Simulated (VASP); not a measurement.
## La: single point with PBE

La:

```
La
1.0
    -2.63981    0.00000   -2.63981
    -2.63981   -5.27961    2.63981
    -2.63981    5.27961    2.63981
La
4
Cartesian
  0.0000 0.0000 0.0000
  -5.2796 2.6398 2.6398
  -2.6398 2.6398 0.0000
  -2.6398 0.0000 2.6398
```

This isn't the form of La at room conditions, which is double hcp.

* Program: VASP 6.6.1
* Task: single point
* Functional: PBE
* Potentials or basis: VASP PAW PBE potentials, release 64 (La)
* Cutoff: 520 eV
* k mesh: 6 × 4 × 4
* Occupations: gaussian, width 0.2 eV
* Spin: no spin polarisation
* Dipole correction: no
* Further INCAR settings: ALGO = Fast; EDIFF = 1e-06; NBANDS = 30

```
Pressure               : 0.2 GPa
Band gap on the k mesh : zero (bands 22 and 23 overlap by 1.49 eV)
```

Levels at points of the mesh, in eV from the Fermi level:
| k point | band 20 | band 21 | band 22 | band 23 | band 24 | band 25 |
| --- | --- | --- | --- | --- | --- | --- |
| (0.00, 0.00, 0.00) | -1.70 | -1.39 | 1.31 | 1.31 | 1.34 | 1.35 |
| (0.50, 0.00, 0.00) | -0.37 | 0.27 | 0.27 | 0.32 | 0.32 | 0.45 |
| (0.00, 0.50, 0.00) | -1.09 | -0.17 | -0.17 | 0.54 | 0.54 | 1.02 |
| (0.50, 0.50, 0.00) | -1.10 | -0.17 | -0.17 | -0.17 | -0.17 | 1.02 |
| (0.00, 0.50, 0.50) | -0.47 | -0.37 | -0.37 | 0.27 | 0.27 | 0.32 |
| (0.50, 0.50, 0.50) | -1.70 | -1.39 | -1.39 | 1.30 | 1.30 | 1.36 |

Run time: 4.4 min on 1 thread of Intel(R) Xeon(R) 6975P-C (Granite Rapids) (shared host), peak memory 0.31 GiB.

Caveat: spin-orbit coupling is left out, which moves the levels of the heavy elements.
